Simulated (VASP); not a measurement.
# Mo (Im-3m) in VASP: a series of runs

Mo is run at these levels: r2SCAN; tasks: single point.

Program: VASP 6.6.1. These are calculated values, not measurements. Logs are shortened: lines on timing, memory, paths and dates and some standing lists are left out, and cuts for length are marked.

## Step 1: The cell of the first run

It takes space group Im-3m (No. 229, cubic). Conventional cell: a = 3.153 Å, b = 3.153 Å, c = 3.153 Å, α = 90.00°, β = 90.00°, γ = 90.00°. Mo (site symmetry m-3m) has 14 Mo at 2.73 to 3.15 Å within 3.6 Å.

## Step 2: Single point, r2SCAN

POSCAR

```
Mo
1.0
   -1.5764210372      1.5764210372      1.5764210372
    1.5764210372     -1.5764210372      1.5764210372
    1.5764210372      1.5764210372     -1.5764210372
Mo
1
Direct
    0.0000000000      0.0000000000      0.0000000000
```

INCAR.step1

```
SYSTEM = Mo
PREC = Accurate
ENCUT = 520
ISMEAR = 0
SIGMA = 0.01
LREAL = .False.
LASPH = .True.
NELM = 100
NBANDS = 13
GGA = PE
ALGO = Normal
EDIFF = 1E-4
LWAVE = .True.
LCHARG = .False.
```

INCAR.step2

```
SYSTEM = Mo
PREC = Accurate
ENCUT = 520
EDIFF = 1E-6
ISMEAR = 0
SIGMA = 0.01
LREAL = .False.
LASPH = .True.
NELM = 100
ALGO = Normal
ISIF = 2
LWAVE = .False.
LCHARG = .False.
METAGGA = R2SCAN
LMIXTAU = .True.
NBANDS = 13
ISTART = 1
```

KPOINTS

```
regular mesh
0
Gamma
  14 14 14
  0 0 0
```

Potentials or basis: VASP PAW PBE potentials, release 64 (Mo_sv).

The run is started by

```console
$ cat potpaw_PBE.64/Mo_sv/POTCAR > POTCAR
$ cp INCAR.step1 INCAR
$ mpirun -np 1 vasp_std > vasp.out
$ cp INCAR.step2 INCAR
$ mpirun -np 1 vasp_std > vasp.out
```

OUTCAR:

```text
SYSTEM = Mo
   PREC = Accurate
   ENCUT = 520
   EDIFF = 1E-6
   ISMEAR = 0
   LREAL = .False.
   LASPH = .True.
   NELM = 100
   ISIF = 2
   METAGGA = R2SCAN
   ISTART = 1

 ion  position               nearest neighbor table
   1  0.000  0.000  0.000-

  LATTYP: Found a body centered cubic cell.
 ALAT       =     3.1528420744

  Lattice vectors:

 A1 = (  -1.5764210372,   1.5764210372,   1.5764210372)
 A2 = (   1.5764210372,  -1.5764210372,   1.5764210372)
 A3 = (   1.5764210372,   1.5764210372,  -1.5764210372)

Analysis of symmetry for initial positions (statically):
=====================================================================
 Subroutine PRICEL returns:
 Original cell was already a primitive cell.

 Routine SETGRP: Setting up the symmetry group for a
 body centered cubic supercell.

 Subroutine GETGRP returns: Found 48 space group operations
 (whereof 48 operations were pure point group operations)
 out of a pool of 48 trial point group operations.

The static configuration has the point symmetry O_h .

Analysis of symmetry for dynamics (positions and initial velocities):
=====================================================================
 Subroutine PRICEL returns:
 Original cell was already a primitive cell.

 Routine SETGRP: Setting up the symmetry group for a
 body centered cubic supercell.

 Subroutine GETGRP returns: Found 48 space group operations
 (whereof 48 operations were pure point group operations)
 out of a pool of 48 trial point group operations.

The dynamic configuration has the point symmetry O_h .

 Subroutine INISYM returns: Found 48 space group operations
 (whereof 48 operations are pure point group operations),
 and found     1 'primitive' translations

----------------------------------------------------------------------------------------

                                     Primitive cell

  volume of cell :      15.6703

  direct lattice vectors                    reciprocal lattice vectors
    -1.576421037  1.576421037  1.576421037     0.000000000  0.317174148  0.317174148
     1.576421037 -1.576421037  1.576421037     0.317174148  0.000000000  0.317174148
     1.576421037  1.576421037 -1.576421037     0.317174148  0.317174148  0.000000000

  length of vectors
     2.730441331  2.730441331  2.730441331     0.448551982  0.448551982  0.448551982

  position of ions in fractional coordinates (direct lattice)
     0.000000000  0.000000000  0.000000000

  ion indices of the primitive-cell ions
   primitive index   ion index
                 1           1

----------------------------------------------------------------------------------------

 KPOINTS: regular mesh

Automatic generation of k-mesh.
 Grid dimensions read from file:
 generate k-points for:   14   14   14

 Generating k-lattice:

  Cartesian coordinates                     Fractional coordinates (reciprocal lattice)
     0.000000000  0.022655296  0.022655296     0.071428571  0.000000000  0.000000000
     0.022655296  0.000000000  0.022655296     0.000000000  0.071428571  0.000000000
     0.022655296  0.022655296  0.000000000     0.000000000  0.000000000  0.071428571

  Length of vectors
     0.032039427  0.032039427  0.032039427

  Shift w.r.t. Gamma in fractional coordinates (k-lattice)
     0.000000000  0.000000000  0.000000000

 Subroutine IBZKPT returns following result:
 ===========================================

 Found    104 irreducible k-points:

 Following reciprocal coordinates:
            Coordinates               Weight
  0.000000  0.000000  0.000000      1.000000
  0.071429  0.000000  0.000000     12.000000
  0.142857  0.000000  0.000000     12.000000
  0.214286  0.000000  0.000000     12.000000
  0.285714  0.000000  0.000000     12.000000
  0.357143  0.000000  0.000000     12.000000
[... 16 lines left out ...]
  0.285714  0.285714  0.000000     24.000000
  0.357143  0.285714  0.000000     24.000000
 [... further k-points ...]
   k-points           NKPTS =    104   k-points in BZ     NKDIM =    104   number of bands    NBANDS=     13
   number of dos      NEDOS =    301   number of ions     NIONS =      1
   total plane-waves  NPLWV =   8000
   dimension x,y,z NGX =    20 NGY =   20 NGZ =   20
   dimension x,y,z NGXF=    40 NGYF=   40 NGZF=   40
   ions per type =               1
   NGX,Y,Z   is equivalent  to a cutoff of  12.18, 12.18, 12.18 a.u.
   NGXF,Y,Z  is equivalent  to a cutoff of  24.35, 24.35, 24.35 a.u.
 SYSTEM =  Mo
   PREC   = accura    normal or accurate (medium, high low for compatibility)
   ISTART =      1    job   : 0-new  1-cont  2-samecut
   ICHARG =      0    charge: 1-file 2-atom 10-const
   ISPIN  =      1    spin polarized calculation?
   LNONCOLLINEAR =      F non collinear calculations
   LSORBIT =      F    spin-orbit coupling
   LASPH  =      T    aspherical Exc in radial PAW
   ENCUT  =  520.0 eV  38.22 Ry    6.18 a.u.   5.08  5.08  5.08*2*pi/ulx,y,z
   NELM   =    100;   NELMIN=  2; NELMDL=  0     # of ELM steps
   EDIFF  = 0.1E-05   stopping-criterion for ELM
   LREAL  =      F    real-space projection
   EDIFFG = 0.1E-04   stopping-criterion for IOM
   NSW    =      0    number of steps for IOM
   IBRION =     -1    ionic relax: 0-MD 1-quasi-New 2-CG
   NFREE  =      0    steps in history (QN), initial steepest desc. (CG)
   ISIF   =      2    stress and relaxation
   ISYM   =      2    0-nonsym 1-usesym 2-fastsym
   POTIM  = 0.5000    time-step for ionic-motion
   TEBEG  =    0.0;   TEEND  =   0.0 temperature during run
   PSTRESS=    0.0 pullay stress
   NELECT =      14.0000    total number of electrons
   NUPDOWN=      -1.0000    fix difference up-down
   EMIN   =  10.00;   EMAX   =-10.00  energy-range for DOS
   EFERMI =   0.00;   METHOD = LEGACY
   ISMEAR =     0;   SIGMA  =   0.01  broadening in eV -4-tet -1-fermi 0-gaus
   EFERMI_NEDOS =   21; number of points for ismear=-14 and -15
   IALGO  =     38    algorithm
   IMIX   =      4    mixing-type and parameters
     AMIX     =   0.40;   BMIX     =  1.00
     AMIX_MAG =   1.60;   BMIX_MAG =  1.00
  volume/ion in A,a.u.               =      15.67       105.75
  Fermi-wavevector in a.u.,A,eV,Ry     =   1.576735  2.979597 33.825339  2.486092
  Thomas-Fermi vector in A             =   2.677523
   LORBIT       =      0    0 simple, 1 ext, 2 COOP (PROOUT), +10 PAW based schemes
   METAGGA = R2SCAN    functional components
   LHFCALC =     F    Hartree Fock is set to
   AEXX    =    0.0000 exact exchange contribution
   IVDW    =     0    specifies the selected vdW correction
   LEPSILON=     F    determine dielectric tensor
   LRPA    =     F    only Hartree local field effects (RPA)
 non-spin polarized calculation
 Gauss-broadening in eV      SIGMA  =   0.01
  energy-cutoff  :      520.00
  volume of cell :       15.67
 maximum number of plane-waves:       432
   NGX = 11   NGY = 11   NGZ = 11

 number of electron      14.0000002 magnetization

 Free energy of the ion-electron system (eV)
  ---------------------------------------------------
  ext. energy  EPLUGINS =         0.00000000
  ---------------------------------------------------
  free energy    TOTEN  =       -26.06494696 eV

  energy without entropy =      -26.06482436  energy(sigma->0) =      -26.06488566

 E-fermi :  12.5554     XC(G=0): -14.6254

 val. band max:       12.5529001385   @ k =  -0.2857   0.3571   0.1429
 cond. band min:      12.5593241795   @ k =  -0.4286  -0.4286   0.2857
 fundamental gap:      0.0064240410
 Fermi energy:        12.5554050848

 k-point     1 :       0.0000    0.0000    0.0000
  band No.  band energies     occupation
      1     -50.7380      2.00000
      2     -23.2139      2.00000
      3     -23.2139      2.00000
      4     -23.2139      2.00000
      5       4.8526      2.00000
      6      11.0815      2.00000
      7      11.0815      2.00000
      8      11.0815      2.00000
      9      14.4037      0.00000
     10      14.4037      0.00000
     11      28.0010      0.00000
     12      28.0010      0.00000
     13      28.0010      0.00000

 k-point     2 :       0.0714    0.0000    0.0000
  band No.  band energies     occupation
      1     -50.7240      2.00000
      2     -23.2932      2.00000
      3     -23.2382      2.00000
      4     -23.2145      2.00000
      5       5.0887      2.00000
      6      10.9475      2.00000
      7      11.0566      2.00000
      8      11.3018      2.00000
      9      14.2083      0.00000
     10      14.4057      0.00000
     11      28.1731      0.00000
     12      28.3985      0.00000
     13      28.4494      0.00000

 k-point     3 :       0.1429    0.0000    0.0000
  band No.  band energies     occupation
      1     -50.6845      2.00000
      2     -23.5118      2.00000
      3     -23.3056      2.00000
      4     -23.2161      2.00000
      5       5.7375      2.00000
      6      10.5928      2.00000
      7      10.9445      2.00000
      8      11.9473      2.00000
      9      13.8590      0.00000
     10      14.4267      0.00000
     11      28.4974      0.00000
     12      29.3932      0.00000
     13      29.5362      0.00000
[... 305 lines left out ...]
 k-point    23 :       0.2857    0.2857    0.0000
  band No.  band energies     occupation
      1     -50.4229      2.00000
      2     -24.4155      2.00000
      3     -24.0187      2.00000
      4     -23.3914      2.00000
      5       8.3983      2.00000
      6       9.5243      2.00000
      7      10.6308      2.00000
      8      14.3078      0.00000
      9      15.1612      0.00000
     10      20.8797      0.00000
     11      23.9694      0.00000
     12      25.4914      0.00000
     13      30.2721      0.00000

 k-point    24 :       0.3571    0.2857    0.0000
  band No.  band energies     occupation
      1     -50.4137      2.00000
      2     -24.3592      2.00000
      3     -24.1300      2.00000
      4     -23.3991      2.00000
      5       8.4311      2.00000
      6       9.6949      2.00000
      7      10.4763      2.00000
      8      14.5558      0.00000
      9      15.0606      0.00000
     10      22.2393      0.00000
     11      23.2582      0.00000
     12      24.4755      0.00000
     13      30.5956      0.00000

 [... further k-points ...]

------------------------ aborting loop because EDIFF is reached ----------------------------------------

  FORCE on cell =-STRESS in cart. coord.  units (eV):
  Direction    XX          YY          ZZ          XY          YZ          ZX
  --------------------------------------------------------------------------------------
  -------------------------------------------------------------------------------------
  Total        0.1225414      0.1225414      0.1225414      0.0000000      0.0000000     -0.0000000
  in kB       12.5290125     12.5290125     12.5290125      0.0000000      0.0000000     -0.0000000
  external PRESSURE =      12.5290125 kB  Pullay stress =       0.0000000 kB

 VOLUME and BASIS-vectors are now :
 -----------------------------------------------------------------------------
  energy-cutoff  :      520.00
  volume of cell :       15.67
      direct lattice vectors                 reciprocal lattice vectors
    -1.576421037  1.576421037  1.576421037     0.000000000  0.317174148  0.317174148
     1.576421037 -1.576421037  1.576421037     0.317174148  0.000000000  0.317174148
     1.576421037  1.576421037 -1.576421037     0.317174148  0.317174148  0.000000000

 POSITION                                       TOTAL-FORCE (eV/Angst)
 -----------------------------------------------------------------------------------
      0.00000      0.00000      0.00000         0.000000      0.000000      0.000000
 -----------------------------------------------------------------------------------
    total drift:                                0.000000     -0.000000      0.000000

  FREE ENERGIE OF THE ION-ELECTRON SYSTEM (eV)
  ---------------------------------------------------
  free  energy   TOTEN  =       -26.0649469564 eV

  energy  without entropy=      -26.0648243629  energy(sigma->0) =      -26.06488566
```

It took 34 s on 1 thread of Intel Xeon Platinum 8559C (Emerald Rapids), shared host; peak memory 0.14 GiB.

What came out:

| Quantity | Value |
| --- | --- |
| Free energy | -26.0649 eV |
| Pressure | 1.3 GPa |
| Band gap on the k mesh | zero (bands 7 and 8 overlap by 5.54 eV) |

Caveat: the PAW data sets were made with another functional, which shifts forces and pressure a little.

## Step 3: Single point, r2SCAN

POSCAR is that of step 2.

INCAR.step1

```
SYSTEM = Mo
ALGO = Normal
EDIFF = 1E-4
ENCUT = 520
GGA = PE
ISMEAR = 0
LASPH = .TRUE.
LCHARG = .FALSE.
LREAL = .FALSE.
LWAVE = .TRUE.
NBANDS = 13
NELM = 100
PREC = Accurate
SIGMA = 0.03
```

INCAR.step2

```
SYSTEM = Mo
ALGO = Normal
EDIFF = 1E-6
ENCUT = 520
ISIF = 2
ISMEAR = 0
ISTART = 1
LASPH = .TRUE.
LCHARG = .TRUE.
LELF = .TRUE.
LMIXTAU = .TRUE.
LREAL = .FALSE.
LVHAR = .TRUE.
LWAVE = .FALSE.
METAGGA = R2SCAN
NBANDS = 13
NELM = 100
PREC = Accurate
SIGMA = 0.03
```

KPOINTS

```
k-points
0
G
  14 14 14
  0 0 0
```

Potentials or basis: VASP PAW PBE potentials, release 64 (Mo_sv).

The run is started by

```console
$ cat potpaw_PBE.64/Mo_sv/POTCAR > POTCAR
$ cp INCAR.step1 INCAR
$ mpirun -np 1 vasp_std > vasp.out
$ cp INCAR.step2 INCAR
$ mpirun -np 1 vasp_std > vasp.out
```

Run time: 35 s. Hardware: 1 thread of Intel Xeon Platinum 8559C (Emerald Rapids), shared host; peak memory 0.14 GiB.

Results (log left out):

```yaml
Free_energy: -26.0653 eV
Pressure: 1.3 GPa
Band_gap_on_the_k_mesh: zero (bands 7 and 8 overlap by 5.54 eV)
```

Levels at points of the mesh, in eV from the Fermi level:
```csv
k point,band 5,band 6,band 7,band 8,band 9,band 10
"(0.00, 0.00, 0.00)",-7.71,-1.48,-1.48,-1.48,1.85,1.85
"(0.50, 0.00, 0.00)",-5.64,-3.63,1.52,1.82,2.52,4.85
"(0.50, 0.50, 0.50)",-5.68,-5.68,4.06,4.06,4.06,9.40
```

Caveat: the PAW data sets were made with another functional, which shifts forces and pressure a little.

## Step 4: Single point, r2SCAN

POSCAR is that of step 3.

INCAR.step1

```
  PREC = Accurate
  ENCUT = 520
  ISMEAR = 0
  SIGMA = 0.1
  LREAL = False
  LASPH = True
  NELM = 80
  NBANDS = 13
  GGA = PE
  ALGO = Normal
  EDIFF = 1E-4
  LWAVE = True
  LCHARG = False
```

INCAR.step2

```
  PREC = Accurate
  ENCUT = 520
  EDIFF = 1E-6
  ISMEAR = 0
  SIGMA = 0.1
  LREAL = False
  LASPH = True
  NELM = 80
  ALGO = Normal
  ISIF = 2
  LWAVE = False
  LCHARG = True
  METAGGA = R2SCAN
  LMIXTAU = True
  LELF = True
  LVHAR = True
  NBANDS = 13
  ISTART = 1
```

KPOINTS

```
regular mesh
0
Gamma
  14 14 14
```

The run is started by

```console
$ cat potpaw_PBE.64/Mo_sv/POTCAR > POTCAR
$ cp INCAR.step1 INCAR
$ mpirun -np 1 vasp_std > vasp.out
$ cp INCAR.step2 INCAR
$ mpirun -np 1 vasp_std > vasp.out
```

Wall time 36 s (1 thread of Intel Xeon Platinum 8559C (Emerald Rapids), shared host); peak memory 0.14 GiB.

Results (log left out):

* Free energy: -26.0679 eV
* Pressure: 1.3 GPa
* Band gap on the k mesh: zero (bands 7 and 8 overlap by 5.54 eV)

Levels at points of the mesh, in eV from the Fermi level:
```
           k point  band 4  band 5  band 6  band 7  band 8  band 9  band 10  band 11
(0.00, 0.00, 0.00)  -35.77   -7.71   -1.48   -1.48   -1.48    1.85     1.85    15.44
(0.50, 0.00, 0.00)  -35.78   -5.63   -3.63    1.52    1.82    2.52     4.85    12.15
(0.50, 0.50, 0.50)  -36.79   -5.68   -5.68    4.06    4.06    4.06     9.40     9.40
```

Caveat: the PAW data sets were made with another functional, which shifts forces and pressure a little.

## Step 5: Single point, r2SCAN

POSCAR is that of step 4.

INCAR.step1

```
SYSTEM = Mo
PREC = Accurate ; ENCUT = 520
ISMEAR = 0 ; SIGMA = 0.2
LREAL = .False. ; LASPH = .True.
NELM = 80 ; NBANDS = 13
GGA = PE ; ALGO = Normal
EDIFF = 1E-4 ; LWAVE = .True.
LCHARG = .False.
```

INCAR.step2

```
SYSTEM = Mo
PREC = Accurate ; ENCUT = 520
EDIFF = 1E-7 ; ISMEAR = 0
SIGMA = 0.2 ; LREAL = .False.
LASPH = .True. ; NELM = 80
ALGO = Normal ; ISIF = 2
LWAVE = .False. ; LCHARG = .False.
METAGGA = R2SCAN ; LMIXTAU = .True.
NBANDS = 13 ; ISTART = 1
```

KPOINTS

```
regular mesh
0
Gamma
  14 14 14
  0 0 0
```

The run is started by

```console
$ cat potpaw_PBE.64/Mo_sv/POTCAR > POTCAR
$ cp INCAR.step1 INCAR
$ mpirun -np 1 vasp_std > vasp.out
$ cp INCAR.step2 INCAR
$ mpirun -np 1 vasp_std > vasp.out
```

Wall time 47 s (1 thread of Intel Xeon Platinum 8559C (Emerald Rapids), shared host); peak memory 0.14 GiB.

It converged, with:

```yaml
Free_energy: -26.0749 eV
Pressure: 1.2 GPa
Band_gap_on_the_k_mesh: zero (bands 7 and 8 overlap by 5.54 eV)
```

Levels at points of the mesh, in eV from the Fermi level:
| k point | band 5 | band 6 | band 7 | band 8 | band 9 | band 10 |
| --- | --- | --- | --- | --- | --- | --- |
| (0.00, 0.00, 0.00) | -7.69 | -1.46 | -1.46 | -1.46 | 1.86 | 1.86 |
| (0.50, 0.00, 0.00) | -5.62 | -3.61 | 1.53 | 1.84 | 2.54 | 4.86 |
| (0.50, 0.50, 0.50) | -5.67 | -5.67 | 4.08 | 4.08 | 4.08 | 9.42 |

Caveat: the PAW data sets were made with another functional, which shifts forces and pressure a little.

## Step 6: Summary

```tsv
smearing	gap on the mesh (eV)	pressure (GPa)
gaussian 0.01 eV	none	1.3
gaussian 0.03 eV	none	1.3
gaussian 0.1 eV	none	1.3
gaussian 0.2 eV	none	1.2
```

Alike in all rows: task single point; level r2SCAN; potentials or basis VASP PAW PBE potentials, release 64 (Mo_sv); no spin polarisation; cell as given; k mesh 14 × 14 × 14; cutoff (eV) 520.

Caveats: the PAW data sets were made with another functional, which shifts forces and pressure a little.

Total energies depend on the potentials used, so only differences within one code and one set of settings carry meaning.
